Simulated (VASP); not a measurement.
CuO, 2 atoms in the cell. The structure is cubic, space group F-43m (No. 216). Conventional cell: a = 4.655 Å, b = 4.655 Å, c = 4.655 Å, α = 90.00°, β = 90.00°, γ = 90.00°. Within 2.7 Å of Cu (site symmetry -43m) lie 4 O at 2.02 Å. Within 2.7 Å of O (site symmetry -43m) lie 4 Cu at 2.02 Å. 

```yaml
Program: VASP 6.6.1
Task: single point
Functional: PBE
Potentials_or_basis: VASP PAW PBE potentials, release 64 (Cu, O)
Cutoff: 520 eV
k_mesh: 7 × 7 × 7
Occupations: gaussian, width 0.05 eV
Spin: collinear spin, ferromagnetic start
Starting_moments: "[0.44, 0.25] μB"
Dipole_correction: no
Further_INCAR_settings: ALGO = Normal; EDIFF = 1e-06; NBANDS = 20
```

Potentials or basis: VASP PAW PBE potentials, release 64 (Cu, O).

Launch:

```sh
$ cat potpaw_PBE.64/Cu/POTCAR potpaw_PBE.64/O/POTCAR > POTCAR
$ mpirun -np 1 vasp_std > vasp.out
```

Hardware: 1 thread of AMD EPYC 7R43 64-Core Processor (Zen 3) (shared host).

Q: Estimate the wall time of this run.

A: Wall time 22 s on 1 thread of AMD EPYC 7R43 64-Core Processor (Zen 3), on a shared host, peak memory 0.12 GiB. Counts: scf iterations 14, k points 20.
